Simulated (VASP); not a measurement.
# Ir3O in VASP: single point with PBE

Aim: the single point of Ir3O with PBE.

Everything below comes from runs of VASP 6.6.1. Logs are shortened: lines on timing, memory, paths and dates and some standing lists are left out, and cuts for length are marked.

## (1) The cell of the first run

The cell holds a slab with vacuum, 4 atoms: a = 2.737 Å, b = 2.737 Å, c = 19.188 Å, α = 90.00°, β = 90.00°, γ = 90.00°.

## (2) Single point, PBE

Contents of INCAR:

```
SYSTEM = Ir3O
ALGO = Normal
DIPOL = 0.5 0.5 0.346
EDIFF = 1E-6
ENCUT = 520
GGA = PE
GGA_COMPAT = .False.
IDIPOL = 3
ISIF = 2
ISMEAR = 0
LASPH = .True.
LCHARG = .False.
LDIPOL = .True.
LREAL = .False.
LWAVE = .False.
NBANDS = 36
NELM = 120
NELMDL = -8
PREC = Accurate
SIGMA = 0.1
```

Contents of KPOINTS:

```
k-points
0
Gamma
  10 10 1
  0 0 0
```

Contents of POSCAR:

```
Ir3O
1.0
    2.7367600872      0.0000000000      0.0000000000
    0.0000000000      2.7367600872      0.0000000000
    0.0000000000      0.0000000000     19.1883373414
Ir O
3 1
Direct
    0.5000000000      0.5000000000      0.2084599582
    0.0000000000      0.0000000000      0.3045662606
    0.5000000000      0.5000000000      0.4006776202
    0.8333333333      0.8333333333      0.4701653775
```

Potentials or basis: VASP PAW PBE potentials, release 64 (Ir_sv_GW, O).

On the command line:

```bash
cat potpaw_PBE.64/Ir_sv_GW/POTCAR potpaw_PBE.64/O/POTCAR > POTCAR
mpirun -np 1 vasp_std > vasp.out
```

OUTCAR:

```text
SYSTEM = Ir3O
   EDIFF = 1E-6
   ENCUT = 520
   GGA = PE
   ISIF = 2
   ISMEAR = 0
   LASPH = .True.
   LREAL = .False.
   NELM = 120
   NELMDL = -8
   PREC = Accurate

 ion  position               nearest neighbor table
   1  0.500  0.500  0.208-   2 2.67   2 2.67   2 2.67   2 2.67
   2  0.000  0.000  0.305-   1 2.67   1 2.67   1 2.67   1 2.67   3 2.67   3 2.67   3 2.67   3 2.67

   3  0.500  0.500  0.401-   4 1.86   4 2.44   4 2.44   2 2.67   2 2.67   2 2.67   2 2.67
   4  0.833  0.833  0.470-   3 1.86   3 2.44   3 2.44

  LATTYP: Found a simple tetragonal cell.
 ALAT       =     2.7367600872
 C/A-ratio  =     7.0113333760

  Lattice vectors:

 A1 = (   2.7367600872,   0.0000000000,   0.0000000000)
 A2 = (   0.0000000000,   2.7367600872,   0.0000000000)
 A3 = (   0.0000000000,   0.0000000000,  19.1883373414)

Analysis of symmetry for initial positions (statically):
=====================================================================
 Subroutine PRICEL returns:
 Original cell was already a primitive cell.

 Routine SETGRP: Setting up the symmetry group for a
 simple tetragonal supercell.

 Subroutine GETGRP returns: Found  2 space group operations
 (whereof  2 operations were pure point group operations)
 out of a pool of 16 trial point group operations.

The static configuration has the point symmetry C_1h.

Analysis of symmetry for dynamics (positions and initial velocities):
=====================================================================
 Subroutine PRICEL returns:
 Original cell was already a primitive cell.

 Routine SETGRP: Setting up the symmetry group for a
 simple tetragonal supercell.

 Subroutine GETGRP returns: Found  2 space group operations
 (whereof  2 operations were pure point group operations)
 out of a pool of 16 trial point group operations.

The dynamic configuration has the point symmetry C_1h.

 Subroutine INISYM returns: Found  2 space group operations
 (whereof  2 operations are pure point group operations),
 and found     1 'primitive' translations

----------------------------------------------------------------------------------------

                                     Primitive cell

  volume of cell :     143.7179

  direct lattice vectors                    reciprocal lattice vectors
     2.736760087  0.000000000  0.000000000     0.365395566  0.000000000  0.000000000
     0.000000000  2.736760087  0.000000000     0.000000000  0.365395566  0.000000000
     0.000000000  0.000000000 19.188337341     0.000000000  0.000000000  0.052114990

  length of vectors
     2.736760087  2.736760087 19.188337341     0.365395566  0.365395566  0.052114990

  position of ions in fractional coordinates (direct lattice)
     0.500000000  0.500000000  0.208459958
     0.000000000  0.000000000  0.304566261
     0.500000000  0.500000000  0.400677620
     0.833333333  0.833333333  0.470165378

  ion indices of the primitive-cell ions
   primitive index   ion index
                 1           1
                 2           2
                 3           3
                 4           4

----------------------------------------------------------------------------------------

 KPOINTS: k-points

Automatic generation of k-mesh.
 Grid dimensions read from file:
 generate k-points for:   10   10    1

 Generating k-lattice:

  Cartesian coordinates                     Fractional coordinates (reciprocal lattice)
     0.036539557  0.000000000  0.000000000     0.100000000  0.000000000  0.000000000
     0.000000000  0.036539557  0.000000000     0.000000000  0.100000000  0.000000000
     0.000000000  0.000000000  0.052114990     0.000000000  0.000000000  1.000000000

  Length of vectors
     0.036539557  0.036539557  0.052114990

  Shift w.r.t. Gamma in fractional coordinates (k-lattice)
     0.000000000  0.000000000  0.000000000

 Subroutine IBZKPT returns following result:
 ===========================================

 Found     31 irreducible k-points:

 Following reciprocal coordinates:
            Coordinates               Weight
  0.000000  0.000000  0.000000      1.000000
  0.100000  0.000000  0.000000      4.000000
  0.200000  0.000000  0.000000      4.000000
  0.300000  0.000000  0.000000      4.000000
  0.400000  0.000000  0.000000      4.000000
  0.500000  0.000000  0.000000      2.000000
[... 16 lines left out ...]
  0.300000  0.300000  0.000000      2.000000
 -0.300000  0.300000  0.000000      2.000000
 [... further k-points ...]
   k-points           NKPTS =     31   k-points in BZ     NKDIM =     31   number of bands    NBANDS=     36
   number of dos      NEDOS =    301   number of ions     NIONS =      4
   total plane-waves  NPLWV =  57600
   dimension x,y,z NGX =    20 NGY =   20 NGZ =  144
   dimension x,y,z NGXF=    40 NGYF=   40 NGZF=  288
   ions per type =               3   1
   NGX,Y,Z   is equivalent  to a cutoff of  12.15, 12.15, 12.48 a.u.
   NGXF,Y,Z  is equivalent  to a cutoff of  24.30, 24.30, 24.95 a.u.
 SYSTEM =  Ir3O
   PREC   = accura    normal or accurate (medium, high low for compatibility)
   ISTART =      0    job   : 0-new  1-cont  2-samecut
   ICHARG =      2    charge: 1-file 2-atom 10-const
   ISPIN  =      1    spin polarized calculation?
   LNONCOLLINEAR =      F non collinear calculations
   LSORBIT =      F    spin-orbit coupling
   LASPH  =      T    aspherical Exc in radial PAW
   ENCUT  =  520.0 eV  38.22 Ry    6.18 a.u.   5.09  5.09 35.68*2*pi/ulx,y,z
   NELM   =    120;   NELMIN=  2; NELMDL= -8     # of ELM steps
   EDIFF  = 0.1E-05   stopping-criterion for ELM
   LREAL  =      F    real-space projection
   EDIFFG = 0.1E-04   stopping-criterion for IOM
   NSW    =      0    number of steps for IOM
   IBRION =     -1    ionic relax: 0-MD 1-quasi-New 2-CG
   NFREE  =      0    steps in history (QN), initial steepest desc. (CG)
   ISIF   =      2    stress and relaxation
   ISYM   =      2    0-nonsym 1-usesym 2-fastsym
   POTIM  = 0.5000    time-step for ionic-motion
   TEBEG  =    0.0;   TEEND  =   0.0 temperature during run
   PSTRESS=    0.0 pullay stress
   NELECT =      57.0000    total number of electrons
   NUPDOWN=      -1.0000    fix difference up-down
   EMIN   =  10.00;   EMAX   =-10.00  energy-range for DOS
   EFERMI =   0.00;   METHOD = LEGACY
   ISMEAR =     0;   SIGMA  =   0.10  broadening in eV -4-tet -1-fermi 0-gaus
   EFERMI_NEDOS =   21; number of points for ismear=-14 and -15
   IALGO  =     38    algorithm
   IMIX   =      4    mixing-type and parameters
     AMIX     =   0.40;   BMIX     =  1.00
     AMIX_MAG =   1.60;   BMIX_MAG =  1.00
  volume/ion in A,a.u.               =      35.93       242.46
  Fermi-wavevector in a.u.,A,eV,Ry     =   1.202808  2.272977 19.684178  1.446746
  Thomas-Fermi vector in A             =   2.338579
   LORBIT       =      0    0 simple, 1 ext, 2 COOP (PROOUT), +10 PAW based schemes
   GGA     = PE    functional components
   LHFCALC =     F    Hartree Fock is set to
   AEXX    =    0.0000 exact exchange contribution
   IVDW    =     0    specifies the selected vdW correction
   LEPSILON=     F    determine dielectric tensor
   LRPA    =     F    only Hartree local field effects (RPA)
 non-spin polarized calculation
 Gauss-broadening in eV      SIGMA  =   0.10
  energy-cutoff  :      520.00
  volume of cell :      143.72
 maximum number of plane-waves:      3910
   NGX = 11   NGY = 11   NGZ = 71

 dipolmoment           0.000000      0.000000     -1.166882 electrons x Angstroem

 number of electron      57.0000003 magnetization

 dipolmoment           0.000000      0.000000      0.070015 electrons x Angstroem

 Free energy of the ion-electron system (eV)
  ---------------------------------------------------
  ext. energy  EPLUGINS =         0.00000000
  ---------------------------------------------------
  free energy    TOTEN  =       -31.10852069 eV

  energy without entropy =      -31.08778428  energy(sigma->0) =      -31.09815248

 E-fermi :  -0.2120     XC(G=0):  -5.8182

 val. band max:       -0.2302386933   @ k =   0.3000   0.0000   0.0000
 cond. band min:      -0.2005890105   @ k =   0.4000   0.3000   0.0000
 fundamental gap:      0.0296496828
 Fermi energy:        -0.2119511560

 k-point     1 :       0.0000    0.0000    0.0000
  band No.  band energies     occupation
      1     -93.5944      2.00000
      2     -93.3051      2.00000
      3     -92.3658      2.00000
      4     -50.7463      2.00000
      5     -50.2406      2.00000
      6     -50.1651      2.00000
[... 28 lines left out ...]
     35       5.2142      0.00000
     36       5.8605      0.00000

 k-point     2 :       0.1000    0.0000    0.0000
  band No.  band energies     occupation
      1     -93.5924      2.00000
      2     -93.3035      2.00000
      3     -92.3641      2.00000
      4     -50.7473      2.00000
      5     -50.2622      2.00000
      6     -50.1737      2.00000
[... 28 lines left out ...]
     35       5.4312      0.00000
     36       6.2522      0.00000

 k-point     3 :       0.2000    0.0000    0.0000
  band No.  band energies     occupation
      1     -93.5869      2.00000
      2     -93.2991      2.00000
      3     -92.3594      2.00000
      4     -50.7563      2.00000
      5     -50.3334      2.00000
      6     -50.1735      2.00000
[... 28 lines left out ...]
     35       6.0455      0.00000
     36       7.1098      0.00000

 k-point     4 :       0.3000    0.0000    0.0000
  band No.  band energies     occupation
      1     -93.5803      2.00000
      2     -93.2936      2.00000
      3     -92.3538      2.00000
      4     -50.7841      2.00000
      5     -50.4197      2.00000
      6     -50.2053      2.00000
[... 28 lines left out ...]
     35       6.7042      0.00000
     36       7.1452      0.00000

 k-point     5 :       0.4000    0.0000    0.0000
  band No.  band energies     occupation
      1     -93.5750      2.00000
      2     -93.2893      2.00000
      3     -92.3492      2.00000
      4     -50.8220      2.00000
      5     -50.4892      2.00000
      6     -50.2557      2.00000
[... 655 lines left out ...]
 k-point    22 :       0.5000    0.2000    0.0000
  band No.  band energies     occupation
      1     -93.5663      2.00000
      2     -93.2810      2.00000
      3     -92.3408      2.00000
      4     -50.8270      2.00000
      5     -50.4918      2.00000
      6     -50.3219      2.00000
[... 28 lines left out ...]
     35       5.5065      0.00000
     36       8.2884      0.00000

 k-point    23 :       0.3000    0.3000    0.0000
  band No.  band energies     occupation
      1     -93.5673      2.00000
      2     -93.2815      2.00000
      3     -92.3415      2.00000
      4     -50.7936      2.00000
      5     -50.4178      2.00000
      6     -50.3263      2.00000
[... 28 lines left out ...]
     35       8.2278      0.00000
     36       8.9239      0.00000

 k-point    24 :      -0.3000    0.3000    0.0000
  band No.  band energies     occupation
      1     -93.5673      2.00000
      2     -93.2815      2.00000
      3     -92.3415      2.00000
      4     -50.7884      2.00000
      5     -50.4295      2.00000
      6     -50.3093      2.00000
[... 28 lines left out ...]
     35       8.0947      0.00000
     36       9.1639      0.00000

 [... further k-points ...]

------------------------ aborting loop because EDIFF is reached ----------------------------------------

 vacuum level on the upper side and lower side of the slab       (xc-potential included)         0.813        -0.944

  FORCE on cell =-STRESS in cart. coord.  units (eV):
  Direction    XX          YY          ZZ          XY          YZ          ZX
  --------------------------------------------------------------------------------------
  -------------------------------------------------------------------------------------
  Total       -0.7920754     -0.7920754      1.8625057      2.9354012      1.9093426      1.9093427
  in kB       -8.8301139     -8.8301139     20.7633481     32.7240657     21.2854899     21.2854912
  external PRESSURE =       1.0343735 kB  Pullay stress =       0.0000000 kB

 VOLUME and BASIS-vectors are now :
 -----------------------------------------------------------------------------
  energy-cutoff  :      520.00
  volume of cell :      143.72
      direct lattice vectors                 reciprocal lattice vectors
     2.736760087  0.000000000  0.000000000     0.365395566  0.000000000  0.000000000
     0.000000000  2.736760087  0.000000000     0.000000000  0.365395566  0.000000000
     0.000000000  0.000000000 19.188337341     0.000000000  0.000000000  0.052114990

 POSITION                                       TOTAL-FORCE (eV/Angst)
 -----------------------------------------------------------------------------------
      1.36838      1.36838      4.00000        -0.183488     -0.183488     -0.071884
      0.00000      0.00000      5.84412        -0.127802     -0.127802     -1.221298
      1.36838      1.36838      7.68834        -0.440491     -0.440491      1.210384
      2.28063      2.28063      9.02169         0.751781      0.751781      0.082798
 -----------------------------------------------------------------------------------
    total drift:                                0.000180      0.000180     -0.000077

  FREE ENERGIE OF THE ION-ELECTRON SYSTEM (eV)
  ---------------------------------------------------
  free  energy   TOTEN  =       -31.1085206887 eV

  energy  without entropy=      -31.0877842785  energy(sigma->0) =      -31.09815248

 vacuum level on the upper side and lower side of the slab         7.011         5.283
```

It took 7 min on 1 thread of Intel Xeon Platinum 8259CL at 2.50GHz (Skylake/Cascade Lake), shared host; peak memory 0.31 GiB.

What came out:

- Free energy: -31.1085 eV
- Largest force: 1.361 eV/Å
- Band gap on the k mesh: zero (an odd number of electrons rules out a gap without spin polarisation)

Forces on the atoms (eV/Å):
```
Ir  -0.183 -0.183 -0.072
Ir  -0.128 -0.128 -1.221
Ir  -0.440 -0.440  1.210
O    0.752  0.752  0.083
```

Caveat: spin-orbit coupling is left out, which moves the levels of the heavy elements.

The gap in the log of VASP goes by the Fermi energy; the results here count the filled bands.